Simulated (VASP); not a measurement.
Ag:

```
Ag
1.0
     0.07479   -0.01785    2.77707
    -5.66884   -0.05936   -0.15317
     2.78299   -4.87330    0.10825
Ag
4
Direct
  0.50996 0.73455 0.98375
  0.47676 0.24587 0.50534
  0.49769 0.76375 0.50679
  0.51559 0.25583 0.00412
```

```yaml
Program: VASP 6.6.1
Task: relaxation of cell and atoms
Functional: PBE
Potentials_or_basis: VASP PAW PBE potentials, release 64 (Ag)
Cutoff: 600 eV
k_mesh: 8 × 4 × 4
Occupations: gaussian, width 0.2 eV
Spin: no spin polarisation
```

At the start: pressure 0.7 GPa; volume 19.28 Å³/atom.

Problem. How do energy, volume and symmetry change on relaxing?

Solution. Over 56 steps the energy falls by 177.3 meV/atom and the volume is 17.92 Å³/atom (-7.1 %); space group Fm-3m (No. 225, to 0.05 Å).

Step by step:
| step | energy change (eV) | largest force (eV/Å) | pressure (GPa) | volume (Å³) |
| --- | --- | --- | --- | --- |
| 1 | 0.0000 | 0.5118 | 0.65 | 77.12 |
| 3 | -0.0403 | 0.1475 | -1.35 | 78.66 |
| 5 | -0.0609 | 0.2938 | 0.40 | 76.77 |
| 7 | -0.1112 | 0.1148 | 0.08 | 76.68 |
| 9 | -0.1201 | 0.3816 | 0.07 | 76.40 |
| 11 | -0.1326 | 0.4396 | 0.06 | 76.41 |
| 13 | -0.2103 | 0.6707 | -0.58 | 76.28 |
| 15 | -0.0121 | 1.9312 | 5.67 | 72.27 |
| 17 | -0.3843 | 0.8845 | -1.08 | 75.18 |
| 19 | -0.3758 | 0.7258 | 0.55 | 73.72 |
| 21 | -0.4458 | 0.7273 | -1.14 | 74.55 |
| 23 | -0.5464 | 0.3781 | 0.57 | 72.28 |
| 25 | -0.5542 | 0.2953 | 1.62 | 71.43 |
| 27 | -0.5958 | 0.2707 | -1.91 | 74.01 |
| 29 | -0.6253 | 0.2257 | -0.46 | 72.52 |
| 31 | -0.6371 | 0.1782 | 0.03 | 72.06 |
| 33 | -0.6494 | 0.1617 | 0.92 | 71.23 |
| 35 | -0.6558 | 0.1643 | -0.44 | 72.29 |
| 37 | -0.6676 | 0.1100 | 0.04 | 71.83 |
| 39 | -0.6745 | 0.1046 | -0.12 | 71.90 |
| 41 | -0.6837 | 0.1322 | 0.10 | 71.70 |
| 43 | -0.6887 | 0.1564 | 0.50 | 71.34 |
| 45 | -0.6983 | 0.1549 | -0.53 | 72.16 |
| 47 | -0.7034 | 0.1252 | -0.06 | 71.71 |
| 49 | -0.7072 | 0.0423 | -0.53 | 72.08 |
| 51 | -0.7080 | 0.0462 | -0.12 | 71.74 |
| 53 | -0.7086 | 0.0338 | -0.04 | 71.68 |
| 55 | -0.7090 | 0.0319 | 0.04 | 71.60 |
| 56 | -0.7092 | 0.0199 | -0.02 | 71.68 |

Final structure:
```
Ag
1.0
     0.76296   -0.41698    2.79767
    -5.67443   -0.04924   -1.51400
     2.65462   -4.99125    1.59579
Ag
4
Direct
  0.49629 0.74975 0.99992
  0.50251 0.25072 0.50052
  0.50173 0.75022 0.49958
  0.49947 0.24931 0.99997
```
